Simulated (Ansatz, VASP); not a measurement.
One calculation of Cu, two programs

```xyz
1
Lattice="0.0000 1.8430 1.8430 1.8430 0.0000 1.8430 1.8430 1.8430 0.0000" Properties=species:S:1:pos:R:3 pbc="T T T"
Cu    0.0000    0.0000    0.0000
```

Alike in both runs: task single point; functional PBE0; k mesh 8 × 8 × 8; occupations fermi-dirac, width 0.05 eV; no spin polarisation.

```csv
,VASP,Ansatz
version,VASP 6.6.1,Ansatz 0.2.0
potentials or method,"VASP PAW PBE potentials, release 64 (Cu)",Ansatz PAW
plane-wave cutoff (eV),520,420
valence electrons in the cell,11,19
```

|  | VASP | Ansatz | Ansatz less VASP |
| --- | --- | --- | --- |
| gap on the k mesh at the Fermi level (eV) | none | none | - |
| pressure (GPa) | -4.7 | -4.5 | +0.22 |

A gap of «none» marks a metal or a gap that the smearing closes. The functional is the same, so the differences come from potentials, cutoffs and numerics. VASP's potentials hold 11 valence electrons a cell and Ansatz's 19, so a difference there can come from the potentials and not from the codes.

The k mesh is coarse, so the values compare programs but aren't converged.
